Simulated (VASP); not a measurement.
A run of VASP 6.6.1:

INCAR

```
SYSTEM = TePd
ALGO     = Normal         ! electronic algorithm
EDIFF    = 1E-6           ! SCF threshold, eV
ENCUT    = 520            ! plane-wave cutoff, eV
ISIF     = 2              ! what is computed and relaxed
ISMEAR   = -1             ! smearing method
LASPH    = .TRUE.         ! aspherical terms in the spheres
LCHARG   = .FALSE.        ! write CHGCAR
LREAL    = .FALSE.        ! projectors in reciprocal space
LWAVE    = .FALSE.        ! write WAVECAR
NBANDS   = 15             ! bands
NELM     = 100            ! most SCF steps
PREC     = Accurate       ! precision mode
SIGMA    = 0.1            ! smearing width, eV
```

KPOINTS

```
k-points
0
G
  12 12 12
  0 0 0
```

File POSCAR:

```
TePd
1.0
    0.0000000000      2.4860976020      2.4860976020
    2.4860976020      0.0000000000      2.4860976020
    2.4860976020      2.4860976020      0.0000000000
Pd Te
1 1
Direct
    0.0000000000      0.0000000000      0.0000000000
    0.2500000000      0.2500000000      0.2500000000
```

Potentials or basis: VASP PAW LDA potentials, release 64 (Pd, Te).

The run is started by

```sh
$ cat potpaw_LDA.64/Pd/POTCAR potpaw_LDA.64/Te/POTCAR > POTCAR
$ mpirun -np 1 vasp_std > vasp.out
```

Hardware: 1 thread of AMD EPYC 7R13 (shared host).

Question: Estimate the wall time of this run.

Answer: Run time: 85 s on 1 thread of AMD EPYC 7R13, with other jobs on the host, peak memory 0.14 GiB. Counts: scf iterations 12, k points 72.
